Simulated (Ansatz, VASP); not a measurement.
## One calculation of Ru, two programs

POSCAR

```
Ru
1.0
    2.7059477279      0.0000000000      0.0000000000
   -1.3529738639      2.3434194737      0.0000000000
    0.0000000000      0.0000000000      4.2579056513
Ru
2
Direct
    0.3333333333      0.6666666667      0.2500000000
    0.6666666667      0.3333333333      0.7500000000
```

File INCAR.step1:

```
PREC = Accurate ; ENCUT = 520
ISMEAR = -1 ; SIGMA = 0.1
LREAL = F ; LASPH = T
NELM = 100 ; NBANDS = 21
GGA = PE ; ALGO = Normal
EDIFF = 1E-4 ; LWAVE = T
LCHARG = F
```

File INCAR.step2:

```
PREC = Accurate ; ENCUT = 520
EDIFF = 1E-6 ; ISMEAR = -1
SIGMA = 0.1 ; LREAL = F
LASPH = T ; NELM = 100
ALGO = Normal ; ISIF = 2
LWAVE = F ; LCHARG = F
METAGGA = R2SCAN ; LMIXTAU = T
NBANDS = 21 ; ISTART = 1
```

Contents of KPOINTS:

```
Automatic mesh
0
Gamma
  3 3 2
```

Input for Ansatz:

```yaml
crystal:
  lattice:
    - [2.7059477279, 0.0, 0.0]
    - [-1.3529738639, 2.3434194737, 0.0]
    - [0.0, 0.0, 4.2579056513]
  atoms:
    - { symbol: Ru, position: [0.3333333333, 0.6666666667, 0.25] }
    - { symbol: Ru, position: [0.6666666667, 0.3333333333, 0.75] }
hamiltonian:
  xc: r2scan
  pseudopotentials:
    kind: paw
    azcp:
      Ru: "pseudopotentials/Ru.paw.azcp"
basis:
  ecutwfc: 500
  fft_grid_basis: typed
kpoints:
  mp_grid: { grid: [3, 3, 2], shift: [0, 0, 0] }
magnetization:
  spin_polarized: false
scf:
  occupations: { method: fermi_dirac, width: 0.1 }
  lower_state_search: "off"
output:
  stress: true
```

Alike in both runs: task single point; functional r2SCAN; k mesh 3 × 3 × 2; occupations fermi-dirac, width 0.1 eV; no spin polarisation.

```csv
,VASP,Ansatz
version,VASP 6.6.1,Ansatz 0.2.0
potentials or method,"VASP PAW PBE potentials, release 64 (Ru_pv), cutoff 520 eV","plane waves (500 eV) with PAW, scalar-relativistic"
valence electrons in the cell,28,32
```

|  | VASP | Ansatz | Ansatz less VASP |
| --- | --- | --- | --- |
| pressure (GPa) | 10.7 | 9.1 | -1.59 |
| traceless stress, the component that is largest in VASP (GPa) | -34.72 | -34.80 | -0.085 |

VASP's potentials were made for PBE, not for r2SCAN. VASP's potentials hold 28 valence electrons a cell and Ansatz's 32, so a difference there can come from the potentials and not from the codes.

The k mesh is coarse, so the values compare programs but aren't converged.
